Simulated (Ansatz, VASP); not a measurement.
## MgS in VASP and in Ansatz

File INCAR:

```
SYSTEM = MgS
ALGO = Normal ; EDIFF = 1E-6
EDIFFG = -0.025 ; ENCUT = 600
GGA = PE ; IBRION = 2
ISIF = 3 ; ISMEAR = 0
LASPH = .True. ; LCHARG = .False.
LREAL = .False. ; LWAVE = .False.
NELM = 80 ; NSW = 80
PREC = Accurate ; SIGMA = 0.1
```

Contents of KPOINTS:

```
k-points
0
Gamma
  4 2 2
  0 0 0
```

POSCAR

```
MgS
1.0
    0.0254647667     -0.0413817626      3.7644995328
    6.9199057263     -0.0560960617      0.0480444839
   -0.0560960617      6.9944525680     -0.0780751481
Mg S
4 4
Direct
    0.4938212234      0.6762914655      0.6771761885
    0.2323734990      0.1447254542      0.8125501051
    1.0164725565      0.3475184090      0.3425116845
    0.7236874308      0.8346982572      0.1746730183
    0.9885219355      0.8555372820      0.8244393494
    0.7395199792      0.3324910035      0.6556213596
    0.5082252225      0.1607533284      0.1615300546
    0.2973781532      0.6479848002      0.3514982400
```

Input for Ansatz:

```yaml
crystal:
  lattice:
    - [0.0254647667, -0.0413817626, 3.7644995328]
    - [6.9199057263, -0.0560960617, 0.0480444839]
    - [-0.0560960617, 6.994452568, -0.0780751481]
  atoms:
    - { symbol: Mg, position: [0.4938212234, 0.6762914655, 0.6771761885] }
    - { symbol: Mg, position: [0.232373499, 0.1447254542, 0.8125501051] }
    - { symbol: Mg, position: [1.0164725565, 0.347518409, 0.3425116845] }
    - { symbol: Mg, position: [0.7236874308, 0.8346982572, 0.1746730183] }
    - { symbol: S, position: [0.9885219355, 0.855537282, 0.8244393494] }
    - { symbol: S, position: [0.7395199792, 0.3324910035, 0.6556213596] }
    - { symbol: S, position: [0.5082252225, 0.1607533284, 0.1615300546] }
    - { symbol: S, position: [0.2973781532, 0.6479848002, 0.35149824] }
basis:
  ecutwfc: 420
kpoints:
  mp_grid: { grid: [4, 2, 2] }
hamiltonian:
  xc: pbe
scf:
  occupations: { method: gaussian, width: 0.1 }
  lower_state_search: "off"
output:
  forces: true
  stress: true
  eigenvalues: true
relax:
  adjacent_minimum: "off"
  f_tol: 0.025
  max_steps: 60
  cell: { stress_tol: 0.25 }
```

Change from the starting cell: cell x1, atoms moved at random (sigma 0.1 Å) and cell strained at random (1.5 %), then relaxed without symmetry.

Alike in both runs: task relaxation of cell and atoms; functional PBE; k mesh 4 × 2 × 2; occupations gaussian, width 0.1 eV; no spin polarisation.

|  | VASP | Ansatz |
| --- | --- | --- |
| version | VASP 6.6.1 | Ansatz 0.2.0 |
| potentials or method | VASP PAW PBE potentials, release 64 (Mg, S), cutoff 600 eV | scalar-relativistic, plane waves, PAW |
| valence electrons in the cell | 32 | 64 |

Ansatz gave:

- gap on the k mesh at the Fermi level, each at its own relaxed structure (eV): 2.84
- relaxed volume (Å³/atom): 22.41
- relaxed length of the cell vector where the two differ most in proportion (Å): 6.974

Which values does VASP return?

gap on the k mesh at the Fermi level, each at its own relaxed structure (eV): 2.85; relaxed volume (Å³/atom): 22.35; relaxed length of the cell vector where the two differ most in proportion (Å): 6.954.

VASP's potentials hold 32 valence electrons a cell and Ansatz's 64, so a difference there can come from the potentials and not from the codes.

The k mesh is coarse, so the values compare programs but aren't converged.
